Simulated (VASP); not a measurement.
# SnSe (Fm-3m) in VASP: notebook

Runs on SnSe. Level: r2SCAN. Tasks: single point.

Everything below comes from runs of VASP 6.6.1. Logs are shortened: lines on timing, memory, paths and dates and some standing lists are left out, and cuts for length are marked.

### Step 1. The cell of the first run

It takes space group Fm-3m (No. 225, cubic). The conventional cell has a = 5.918 Å, b = 5.918 Å, c = 5.918 Å, α = 90.00°, β = 90.00°, γ = 90.00°. Within 3.9 Å of Sn (site symmetry m-3m) lie 6 Se at 2.96 Å. Within 3.9 Å of Se (site symmetry m-3m) lie 6 Sn at 2.96 Å.

### Step 2. Single point, r2SCAN

File POSCAR:

```
SnSe
1.0
    0.0000000000      2.9589731932      2.9589731932
    2.9589731932      0.0000000000      2.9589731932
    2.9589731932      2.9589731932      0.0000000000
Sn Se
1 1
Direct
    0.0000000000      0.0000000000      0.0000000000
    0.5000000000      0.5000000000      0.5000000000
```

File INCAR.step1:

```
ALGO     = Normal         # electronic algorithm
EDIFF    = 1E-4           # SCF threshold, eV
ENCUT    = 520            # plane-wave cutoff, eV
GGA      = PE             # functional
ISMEAR   = 0              # smearing method
LASPH    = True           # aspherical terms in the spheres
LCHARG   = False          # write CHGCAR
LREAL    = False          # projectors in reciprocal space
LWAVE    = True           # write WAVECAR
NBANDS   = 17             # bands
NELM     = 60             # most SCF steps
PREC     = Accurate       # precision mode
SIGMA    = 0.01           # smearing width, eV
```

File INCAR.step2:

```
ALGO     = Normal         # electronic algorithm
EDIFF    = 1E-6           # SCF threshold, eV
ENCUT    = 520            # plane-wave cutoff, eV
ISIF     = 2              # what is computed and relaxed
ISMEAR   = 0              # smearing method
ISTART   = 1            
LASPH    = True           # aspherical terms in the spheres
LCHARG   = False          # write CHGCAR
LMIXTAU  = True         
LREAL    = False          # projectors in reciprocal space
LWAVE    = False          # write WAVECAR
METAGGA  = R2SCAN         # meta-GGA
NBANDS   = 17             # bands
NELM     = 60             # most SCF steps
PREC     = Accurate       # precision mode
SIGMA    = 0.01           # smearing width, eV
```

File KPOINTS:

```
k-points
0
Gamma
  6 6 6
```

Potentials or basis: VASP PAW PBE potentials, release 64 (Sn_d, Se).

Started as:

```
cat potpaw_PBE.64/Sn_d/POTCAR potpaw_PBE.64/Se/POTCAR > POTCAR
cp INCAR.step1 INCAR
mpirun -np 1 vasp_std > vasp.out
cp INCAR.step2 INCAR
mpirun -np 1 vasp_std > vasp.out
```

OUTCAR:

```text
EDIFF = 1E-6
   ENCUT = 520
   ISIF = 2
   ISMEAR = 0
   ISTART = 1
   LASPH = True
   LREAL = False
   METAGGA = R2SCAN
   NELM = 60
   PREC = Accurate

 ion  position               nearest neighbor table
   1  0.000  0.000  0.000-   2 2.96   2 2.96   2 2.96   2 2.96   2 2.96   2 2.96
   2  0.500  0.500  0.500-   1 2.96   1 2.96   1 2.96   1 2.96   1 2.96   1 2.96

  LATTYP: Found a face centered cubic cell.
 ALAT       =     5.9179463864

  Lattice vectors:

 A1 = (   0.0000000000,   2.9589731932,   2.9589731932)
 A2 = (   2.9589731932,   0.0000000000,   2.9589731932)
 A3 = (   2.9589731932,   2.9589731932,   0.0000000000)

Analysis of symmetry for initial positions (statically):
=====================================================================
 Subroutine PRICEL returns:
 Original cell was already a primitive cell.

 Routine SETGRP: Setting up the symmetry group for a
 face centered cubic supercell.

 Subroutine GETGRP returns: Found 48 space group operations
 (whereof 48 operations were pure point group operations)
 out of a pool of 48 trial point group operations.

The static configuration has the point symmetry O_h .

Analysis of symmetry for dynamics (positions and initial velocities):
=====================================================================
 Subroutine PRICEL returns:
 Original cell was already a primitive cell.

 Routine SETGRP: Setting up the symmetry group for a
 face centered cubic supercell.

 Subroutine GETGRP returns: Found 48 space group operations
 (whereof 48 operations were pure point group operations)
 out of a pool of 48 trial point group operations.

The dynamic configuration has the point symmetry O_h .

 Subroutine INISYM returns: Found 48 space group operations
 (whereof 48 operations are pure point group operations),
 and found     1 'primitive' translations

----------------------------------------------------------------------------------------

                                     Primitive cell

  volume of cell :      51.8147

  direct lattice vectors                    reciprocal lattice vectors
     0.000000000  2.958973193  2.958973193    -0.168977536  0.168977536  0.168977536
     2.958973193  0.000000000  2.958973193     0.168977536 -0.168977536  0.168977536
     2.958973193  2.958973193  0.000000000     0.168977536  0.168977536 -0.168977536

[... 70 lines left out ...]
   LSORBIT =      F    spin-orbit coupling
   LASPH  =      T    aspherical Exc in radial PAW
   ENCUT  =  520.0 eV  38.22 Ry    6.18 a.u.   7.78  7.78  7.78*2*pi/ulx,y,z
   NELM   =     60;   NELMIN=  2; NELMDL=  0     # of ELM steps
   EDIFF  = 0.1E-05   stopping-criterion for ELM
   LREAL  =      F    real-space projection
   EDIFFG = 0.1E-04   stopping-criterion for IOM
   NSW    =      0    number of steps for IOM
   IBRION =     -1    ionic relax: 0-MD 1-quasi-New 2-CG
   NFREE  =      0    steps in history (QN), initial steepest desc. (CG)
   ISIF   =      2    stress and relaxation
   ISYM   =      2    0-nonsym 1-usesym 2-fastsym
   POTIM  = 0.5000    time-step for ionic-motion
   TEBEG  =    0.0;   TEEND  =   0.0 temperature during run
   PSTRESS=    0.0 pullay stress
   NELECT =      20.0000    total number of electrons
   NUPDOWN=      -1.0000    fix difference up-down
   EMIN   =  10.00;   EMAX   =-10.00  energy-range for DOS
   EFERMI =   0.00;   METHOD = LEGACY
   ISMEAR =     0;   SIGMA  =   0.01  broadening in eV -4-tet -1-fermi 0-gaus
   EFERMI_NEDOS =   21; number of points for ismear=-14 and -15
   IALGO  =     38    algorithm
   IMIX   =      4    mixing-type and parameters
     AMIX     =   0.40;   BMIX     =  1.00
     AMIX_MAG =   1.60;   BMIX_MAG =  1.00
  volume/ion in A,a.u.               =      25.91       174.83
  Fermi-wavevector in a.u.,A,eV,Ry     =   1.191975  2.252506 19.331216  1.420804
  Thomas-Fermi vector in A             =   2.328024
   LORBIT       =      0    0 simple, 1 ext, 2 COOP (PROOUT), +10 PAW based schemes
   METAGGA = R2SCAN    functional components
   LHFCALC =     F    Hartree Fock is set to
   AEXX    =    0.0000 exact exchange contribution
   IVDW    =     0    specifies the selected vdW correction
   LEPSILON=     F    determine dielectric tensor
   LRPA    =     F    only Hartree local field effects (RPA)
 non-spin polarized calculation
 Gauss-broadening in eV      SIGMA  =   0.01
  energy-cutoff  :      520.00
  volume of cell :       51.81
 maximum number of plane-waves:      1411
   NGX = 15   NGY = 15   NGZ = 15

 number of electron      20.0000003 magnetization

 Free energy of the ion-electron system (eV)
  ---------------------------------------------------
  ext. energy  EPLUGINS =         0.00000000
  ---------------------------------------------------
  free energy    TOTEN  =       -39.87337269 eV

  energy without entropy =      -39.87337269  energy(sigma->0) =      -39.87337269

 E-fermi :   6.3405     XC(G=0): -10.4514

 val. band max:        6.2622856710   @ k =   0.5000   0.0000   0.0000
 cond. band min:       6.9632085761   @ k =   0.5000   0.0000   0.0000
 fundamental gap:      0.7009229051
 Fermi energy:         6.3405406509

 k-point     1 :       0.0000    0.0000    0.0000
  band No.  band energies     occupation
      1     -16.2546      2.00000
      2     -16.2546      2.00000
      3     -16.2489      2.00000
      4     -16.2489      2.00000
      5     -16.2489      2.00000
      6      -8.8199      2.00000
[... 297 lines left out ...]
      4     -16.2344      2.00000
      5     -16.2265      2.00000
      6      -7.3543      2.00000
[... 9 lines left out ...]
     16      18.0792      0.00000
     17      19.4708      0.00000

------------------------ aborting loop because EDIFF is reached ----------------------------------------

  FORCE on cell =-STRESS in cart. coord.  units (eV):
  Direction    XX          YY          ZZ          XY          YZ          ZX
  --------------------------------------------------------------------------------------
  -------------------------------------------------------------------------------------
  Total        0.8271466      0.8271466      0.8271466     -0.0000000      0.0000000      0.0000000
  in kB       25.5764341     25.5764341     25.5764341     -0.0000000      0.0000000      0.0000000
  external PRESSURE =      25.5764341 kB  Pullay stress =       0.0000000 kB

 VOLUME and BASIS-vectors are now :
 -----------------------------------------------------------------------------
  energy-cutoff  :      520.00
  volume of cell :       51.81
      direct lattice vectors                 reciprocal lattice vectors
     0.000000000  2.958973193  2.958973193    -0.168977536  0.168977536  0.168977536
     2.958973193  0.000000000  2.958973193     0.168977536 -0.168977536  0.168977536
     2.958973193  2.958973193  0.000000000     0.168977536  0.168977536 -0.168977536

 POSITION                                       TOTAL-FORCE (eV/Angst)
 -----------------------------------------------------------------------------------
      0.00000      0.00000      0.00000         0.000000      0.000000      0.000000
      2.95897      2.95897      2.95897        -0.000000     -0.000000     -0.000000
 -----------------------------------------------------------------------------------
    total drift:                                0.000000     -0.000000     -0.000000

  FREE ENERGIE OF THE ION-ELECTRON SYSTEM (eV)
  ---------------------------------------------------
  free  energy   TOTEN  =       -39.8733726939 eV

  energy  without entropy=      -39.8733726939  energy(sigma->0) =      -39.87337269
```

OUTCAR.step1:

```text
EDIFF = 1E-4
   ENCUT = 520
   GGA = PE
   ISMEAR = 0
   LASPH = True
[... 529 lines left out ...]
 -----------------------------------------------------------------------------------
      0.00000      0.00000      0.00000        -0.000000      0.000000      0.000000
      2.95897      2.95897      2.95897         0.000000     -0.000000     -0.000000
 -----------------------------------------------------------------------------------
    total drift:                                0.000000     -0.000000     -0.000000

  FREE ENERGIE OF THE ION-ELECTRON SYSTEM (eV)
  ---------------------------------------------------
  free  energy   TOTEN  =        -8.2004336787 eV

  energy  without entropy=       -8.2004336787  energy(sigma->0) =       -8.20043368
```

Run time: 77 s. Hardware: 1 thread of Intel Xeon 8259CL, shared host; peak memory 0.18 GiB.

Results:

```
Free energy            : -39.8734 eV
Pressure               : 2.6 GPa
Band gap on the k mesh : 0.70 eV
```

Caveat: the PAW data sets were made with another functional, which shifts forces and pressure a little; spin-orbit coupling is left out, which moves the levels of the heavy elements.

(Part 1 of 3 ends here.)
